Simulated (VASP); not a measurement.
Write the native input for VASP 6.6.1 that does the following.

```yaml
Task: relaxation of cell and atoms
Functional: PBE
Potentials_or_basis: VASP PAW PBE potentials, release 64 (Rh_pv)
Cutoff: 500 eV
k_mesh: 11 × 11 × 11
Occupations: gaussian, width 0.1 eV
Spin: no spin polarisation
Dipole_correction: no
Further_INCAR_settings: ALGO = Normal; EDIFF = 1e-07; IBRION = 2; EDIFFG = -0.02; NSW = 50; ISIF = 3
```

The structure of Rh lies in POSCAR:

```
Rh
1.0
    0.0000000000      1.9000000000      1.9000000000
    1.9000000000      0.0000000000      1.9000000000
    1.9000000000      1.9000000000      0.0000000000
Rh
1
Direct
    0.0000000000      0.0000000000      0.0000000000
```

These files were run (other wordings do the same):

INCAR

```
PREC = Accurate ; ENCUT = 500
EDIFF = 1E-7 ; ISMEAR = 0
SIGMA = 0.1 ; LREAL = F
LASPH = T ; NELM = 120
ALGO = Normal ; ISIF = 3
LWAVE = F ; LCHARG = F
GGA = PE ; IBRION = 2
NSW = 50 ; EDIFFG = -0.02
GGA_COMPAT = F ; NELMIN = 4
```

KPOINTS

```
regular mesh
0
Gamma
  11 11 11
```

Potentials or basis: VASP PAW PBE potentials, release 64 (Rh_pv).

The run is started by

```console
$ cat potpaw_PBE.64/Rh_pv/POTCAR > POTCAR
$ mpirun -np 1 vasp_std > vasp.out
```

It gave:

- Relaxed volume: 14.08 Å³/atom
- Relaxed cell: a = 2.710 Å, b = 2.710 Å, c = 2.710 Å, α = 60.00°, β = 60.00°, γ = 60.00°
- Space group after relaxing (to 0.1 Å): Fm-3m (No. 225)
- Energy gained by relaxing: 7.4 meV/atom
- Ionic steps: 3
- Pressure after relaxing: -0.1 GPa
- Band gap on the k mesh: zero (an odd number of electrons rules out a gap without spin polarisation)

Run time: 9.2 s on 1 thread of Intel(R) Xeon(R) 6975P-C (Granite Rapids), with other jobs on the host, peak memory 0.13 GiB.
